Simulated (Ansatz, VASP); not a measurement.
HfB: VASP beside Ansatz

```
CELL_PARAMETERS angstrom
-0.11044 2.25612 2.25612
2.25612 -0.11044 2.25612
2.25612 2.25612 -0.11044
ATOMIC_POSITIONS crystal
Hf 0.50000 0.50000 0.50000
B 0.00000 0.00000 0.00000
```

Alike in both runs: task single point; functional PBEsol; k mesh 20 × 20 × 20; occupations gaussian, width 0.15 eV; no spin polarisation.

```csv
,VASP,Ansatz
version,VASP 6.6.1,Ansatz 0.2.0
potentials or method,"VASP PAW PBE potentials, release 64 (Hf_pv, B), cutoff 520 eV","scalar-relativistic, plane waves, PAW"
valence electrons in the cell,13,29
```

|  | VASP | Ansatz | Ansatz less VASP |
| --- | --- | --- | --- |
| gap on the k mesh at the Fermi level (eV) | none | none | - |
| pressure (GPa) | 24.5 | 23.5 | -1.05 |
| traceless stress, the component that is largest in VASP (GPa) | 2.59 | 2.75 | +0.155 |

VASP's potentials were made for PBE, not for PBEsol. A gap of «none» marks a metal or a gap that the smearing closes. VASP's potentials hold 13 valence electrons a cell and Ansatz's 29, so a difference there can come from the potentials and not from the codes.

Neither program's run includes spin-orbit coupling.
